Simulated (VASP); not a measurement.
Input of a VASP 6.6.1 run:

The input INCAR:

```
SYSTEM = MnO2
ALGO = Normal
EDIFF = 1E-7
EDIFFG = -0.05
ENCUT = 600
GGA = PE
IBRION = 2
ISIF = 3
ISMEAR = 0
ISPIN = 2
LASPH = .True.
LCHARG = .False.
LDAU = .True.
LDAUJ = 0 0
LDAUL = 2 -1
LDAUPRINT = 1
LDAUTYPE = 2
LDAUU = 3.9 0
LMAXMIX = 4
LORBIT = 11
LREAL = .False.
LWAVE = .False.
MAGMOM = 2.91 2.91 0 0 0 0
NELM = 150
NSW = 100
PREC = Accurate
SIGMA = 0.1
```

The input KPOINTS:

```
k-points
0
Gamma
  4 4 8
  0 0 0
```

Contents of POSCAR:

```
MnO2
1.0
    4.3983000000      0.0000000000      0.0000000000
    0.0000000000      4.3983000000      0.0000000000
    0.0000000000      0.0000000000      2.8730000000
Mn O
2 4
Direct
    0.0000000000      0.0000000000      0.0000000000
    0.5000000000      0.5000000000      0.5000000000
    0.3051500000      0.3051500000      0.0000000000
    0.1948500000      0.8051500000      0.5000000000
    0.6948500000      0.6948500000      0.0000000000
    0.8051500000      0.1948500000      0.5000000000
```

Potentials or basis: VASP PAW PBE potentials, release 64 (Mn_pv, O).

The run is started by

```bash
$ cat potpaw_PBE.64/Mn_pv/POTCAR potpaw_PBE.64/O/POTCAR > POTCAR
$ mpirun -np 1 vasp_std > vasp.out
```

Question: Predict the relaxed cell.

Answer: a = 4.468 Å, b = 4.468 Å, c = 2.938 Å, α = 90.00°, β = 90.00°, γ = 90.00°.

Question: Estimate the relaxed volume.

Answer: 9.78 Å³/atom.

Question: Predict the site moments.

Answer: Mn +3.13; O -0.07 μB.

The path:
| step | energy change (eV) | largest force (eV/Å) | pressure (GPa) | volume (Å³) |
| --- | --- | --- | --- | --- |
| 1 | 0.0000 | 0.1099 | 11.60 | 55.58 |
| 2 | -0.0393 | 0.3129 | -7.19 | 61.15 |
| 3 | -0.1033 | 0.1608 | 0.08 | 58.55 |
| 4 | -0.1057 | 0.0081 | -0.08 | 58.65 |

Caveat: the run started ferromagnetic, and an antiferromagnetic order may lie lower in energy. PBE usually gives volumes a little too large and moduli too small.
